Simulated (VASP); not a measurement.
# WS2 (Pn-3m) in VASP: single point with r2SCAN

Aim: the single point of WS2 with r2SCAN.

All numbers are computed with VASP 6.6.1; they aren't measurements. Logs are shortened: lines on timing, memory, paths and dates and some standing lists are left out, and cuts for length are marked.

## (1) The cell of the first run

It takes space group Pn-3m (No. 224, cubic). Conventional cell: a = 5.130 Å, b = 5.130 Å, c = 5.130 Å, α = 90.00°, β = 90.00°, γ = 90.00°. W (site symmetry -43m) has 4 S at 2.22 Å within 2.9 Å. S (site symmetry -3m) has 2 W at 2.22 Å within 2.9 Å.

## (2) Single point, r2SCAN

File POSCAR:

```
WS2
1.0
    5.1297819686      0.0000000000      0.0000000000
    0.0000000000      5.1297819686      0.0000000000
    0.0000000000      0.0000000000      5.1297819686
W S
2 4
Direct
    0.0000000000      0.0000000000      0.0000000000
    0.5000000000      0.5000000000      0.5000000000
    0.2500000000      0.2500000000      0.2500000000
    0.2500000000      0.7500000000      0.7500000000
    0.7500000000      0.7500000000      0.2500000000
    0.7500000000      0.2500000000      0.7500000000
```

File INCAR.step1:

```
PREC     = Accurate       # precision mode
ENCUT    = 520            # plane-wave cutoff, eV
ISMEAR   = 0              # smearing method
SIGMA    = 0.1            # smearing width, eV
LREAL    = F              # projectors in reciprocal space
LASPH    = T              # aspherical terms in the spheres
NELM     = 80             # most SCF steps
NBANDS   = 35             # bands
GGA      = PE             # functional
ALGO     = Normal         # electronic algorithm
EDIFF    = 1E-4           # SCF threshold, eV
LWAVE    = T              # write WAVECAR
LCHARG   = F              # write CHGCAR
```

File INCAR.step2:

```
PREC     = Accurate       # precision mode
ENCUT    = 520            # plane-wave cutoff, eV
EDIFF    = 1E-7           # SCF threshold, eV
ISMEAR   = 0              # smearing method
SIGMA    = 0.1            # smearing width, eV
LREAL    = F              # projectors in reciprocal space
LASPH    = T              # aspherical terms in the spheres
NELM     = 80             # most SCF steps
ALGO     = Normal         # electronic algorithm
ISIF     = 2              # what is computed and relaxed
LWAVE    = F              # write WAVECAR
LCHARG   = F              # write CHGCAR
METAGGA  = R2SCAN         # meta-GGA
LMIXTAU  = T            
NBANDS   = 35             # bands
ISTART   = 1
```

File KPOINTS:

```
Automatic mesh
0
Gamma
  8 8 8
```

Potentials or basis: VASP PAW PBE potentials, release 64 (W_sv, S).

Run with:

```sh
cat potpaw_PBE.64/W_sv/POTCAR potpaw_PBE.64/S/POTCAR > POTCAR
cp INCAR.step1 INCAR
mpirun -np 1 vasp_std > vasp.out
cp INCAR.step2 INCAR
mpirun -np 1 vasp_std > vasp.out
```

OUTCAR:

```text
PREC = Accurate
   ENCUT = 520
   EDIFF = 1E-7
   ISMEAR = 0
   LREAL = F
   LASPH = T
   NELM = 80
   ISIF = 2
   METAGGA = R2SCAN
   ISTART = 1

 ion  position               nearest neighbor table
   1  0.000  0.000  0.000-   3 2.22   4 2.22   5 2.22   6 2.22
   2  0.500  0.500  0.500-   3 2.22   4 2.22   5 2.22   6 2.22
   3  0.250  0.250  0.250-   1 2.22   2 2.22
   4  0.250  0.750  0.750-   1 2.22   2 2.22
   5  0.750  0.750  0.250-   1 2.22   2 2.22
   6  0.750  0.250  0.750-   1 2.22   2 2.22

  LATTYP: Found a simple cubic cell.
 ALAT       =     5.1297819686

  Lattice vectors:

 A1 = (   5.1297819686,   0.0000000000,   0.0000000000)
 A2 = (   0.0000000000,   5.1297819686,   0.0000000000)
 A3 = (   0.0000000000,   0.0000000000,   5.1297819686)

Analysis of symmetry for initial positions (statically):
=====================================================================
 Subroutine PRICEL returns:
 Original cell was already a primitive cell.

 Routine SETGRP: Setting up the symmetry group for a
 simple cubic supercell.

 Subroutine GETGRP returns: Found 48 space group operations
 (whereof 24 operations were pure point group operations)
 out of a pool of 48 trial point group operations.

The static configuration has the point symmetry T_d .
 The point group associated with its full space group is O_h .

Analysis of symmetry for dynamics (positions and initial velocities):
=====================================================================
 Subroutine PRICEL returns:
 Original cell was already a primitive cell.

 Routine SETGRP: Setting up the symmetry group for a
 simple cubic supercell.

 Subroutine GETGRP returns: Found 48 space group operations
 (whereof 24 operations were pure point group operations)
 out of a pool of 48 trial point group operations.

The dynamic configuration has the point symmetry T_d .
 The point group associated with its full space group is O_h .

 Subroutine INISYM returns: Found 48 space group operations
 (whereof 24 operations are pure point group operations),
 and found     1 'primitive' translations

----------------------------------------------------------------------------------------

                                     Primitive cell

  volume of cell :     134.9885

  direct lattice vectors                    reciprocal lattice vectors
     5.129781969  0.000000000  0.000000000     0.194940059  0.000000000  0.000000000
     0.000000000  5.129781969  0.000000000     0.000000000  0.194940059  0.000000000
[... 93 lines left out ...]
   EDIFF  = 0.1E-06   stopping-criterion for ELM
   LREAL  =      F    real-space projection
   EDIFFG = 0.1E-05   stopping-criterion for IOM
   NSW    =      0    number of steps for IOM
   IBRION =     -1    ionic relax: 0-MD 1-quasi-New 2-CG
   NFREE  =      0    steps in history (QN), initial steepest desc. (CG)
   ISIF   =      2    stress and relaxation
   ISYM   =      2    0-nonsym 1-usesym 2-fastsym
   POTIM  = 0.5000    time-step for ionic-motion
   TEBEG  =    0.0;   TEEND  =   0.0 temperature during run
   PSTRESS=    0.0 pullay stress
   NELECT =      52.0000    total number of electrons
   NUPDOWN=      -1.0000    fix difference up-down
   EMIN   =  10.00;   EMAX   =-10.00  energy-range for DOS
   EFERMI =   0.00;   METHOD = LEGACY
   ISMEAR =     0;   SIGMA  =   0.10  broadening in eV -4-tet -1-fermi 0-gaus
   EFERMI_NEDOS =   21; number of points for ismear=-14 and -15
   IALGO  =     38    algorithm
   IMIX   =      4    mixing-type and parameters
     AMIX     =   0.40;   BMIX     =  1.00
     AMIX_MAG =   1.60;   BMIX_MAG =  1.00
  volume/ion in A,a.u.               =      22.50       151.82
  Fermi-wavevector in a.u.,A,eV,Ry     =   1.191179  2.251002 19.305408  1.418907
  Thomas-Fermi vector in A             =   2.327247
   LORBIT       =      0    0 simple, 1 ext, 2 COOP (PROOUT), +10 PAW based schemes
   METAGGA = R2SCAN    functional components
   LHFCALC =     F    Hartree Fock is set to
   AEXX    =    0.0000 exact exchange contribution
   IVDW    =     0    specifies the selected vdW correction
   LEPSILON=     F    determine dielectric tensor
   LRPA    =     F    only Hartree local field effects (RPA)
 non-spin polarized calculation
 Gauss-broadening in eV      SIGMA  =   0.10
  energy-cutoff  :      520.00
  volume of cell :      134.99
 maximum number of plane-waves:      3695
 NGX is ok and might be reduce to    40
   NGX = 19   NGY = 19   NGZ = 19

 number of electron      51.9999997 magnetization

 Free energy of the ion-electron system (eV)
  ---------------------------------------------------
  ext. energy  EPLUGINS =         0.00000000
  ---------------------------------------------------
  free energy    TOTEN  =      -135.32356701 eV

  energy without entropy =     -135.30449403  energy(sigma->0) =     -135.31403052

 E-fermi :   4.7779     XC(G=0): -10.3223

 val. band max:        4.7735243281   @ k =   0.5000   0.5000   0.2500
 cond. band min:       4.7794516055   @ k =   0.2500   0.1250   0.1250
 fundamental gap:      0.0059272774
 Fermi energy:         4.7779020679

 k-point     1 :       0.0000    0.0000    0.0000
  band No.  band energies     occupation
      1     -71.7960      2.00000
      2     -71.7955      2.00000
      3     -35.4691      2.00000
      4     -35.4691      2.00000
      5     -35.4691      2.00000
      6     -35.4553      2.00000
[... 901 lines left out ...]
     34       8.4297      0.00000
     35      11.8495      0.00000

 [... further k-points ...]
[... 5 lines left out ...]
  --------------------------------------------------------------------------------------
  -------------------------------------------------------------------------------------
  Total        0.0470480      0.0470480      0.0470480     -0.0000000     -0.0000000      0.0000000
  in kB        0.5584120      0.5584120      0.5584120     -0.0000000     -0.0000000      0.0000000
  external PRESSURE =       0.5584120 kB  Pullay stress =       0.0000000 kB

 VOLUME and BASIS-vectors are now :
 -----------------------------------------------------------------------------
  energy-cutoff  :      520.00
  volume of cell :      134.99
      direct lattice vectors                 reciprocal lattice vectors
     5.129781969  0.000000000  0.000000000     0.194940059  0.000000000  0.000000000
     0.000000000  5.129781969  0.000000000     0.000000000  0.194940059  0.000000000
     0.000000000  0.000000000  5.129781969     0.000000000  0.000000000  0.194940059

 POSITION                                       TOTAL-FORCE (eV/Angst)
 -----------------------------------------------------------------------------------
      0.00000      0.00000      0.00000         0.000000     -0.000000     -0.000000
      2.56489      2.56489      2.56489         0.000000     -0.000000     -0.000000
      1.28245      1.28245      1.28245        -0.000000     -0.000000      0.000000
      1.28245      3.84734      3.84734         0.000000      0.000000     -0.000000
      3.84734      3.84734      1.28245         0.000000     -0.000000     -0.000000
      3.84734      1.28245      3.84734        -0.000000      0.000000      0.000000
 -----------------------------------------------------------------------------------
    total drift:                                0.000000      0.000000     -0.000000

  FREE ENERGIE OF THE ION-ELECTRON SYSTEM (eV)
  ---------------------------------------------------
  free  energy   TOTEN  =      -135.3235670071 eV

  energy  without entropy=     -135.3044940255  energy(sigma->0) =     -135.31403052
```

OUTCAR.step1:

```text
PREC = Accurate
   ENCUT = 520
   ISMEAR = 0
   LREAL = F
[... 1151 lines left out ...]
      1.28245      1.28245      1.28245         0.000000      0.000000     -0.000000
      1.28245      3.84734      3.84734        -0.000000      0.000000      0.000000
      3.84734      3.84734      1.28245        -0.000000      0.000000     -0.000000
      3.84734      1.28245      3.84734         0.000000     -0.000000     -0.000000
 -----------------------------------------------------------------------------------
    total drift:                                0.000000      0.000000     -0.000000

  FREE ENERGIE OF THE ION-ELECTRON SYSTEM (eV)
  ---------------------------------------------------
  free  energy   TOTEN  =       -42.3878944803 eV

  energy  without entropy=      -42.3672960940  energy(sigma->0) =      -42.37759529
```

Run time: 9.4 min. Hardware: 1 thread of Intel Xeon 6975P-C, shared host; peak memory 0.34 GiB.

What came out:

* Free energy: -135.3236 eV
* Pressure: 0.1 GPa
* Band gap on the k mesh: zero (band 26 reaches 5.08 eV, above the bottom of band 27 at 3.80 eV)

Caveat: the PAW data sets were made with another functional, which shifts forces and pressure a little; spin-orbit coupling is left out, which moves the levels of the heavy elements.
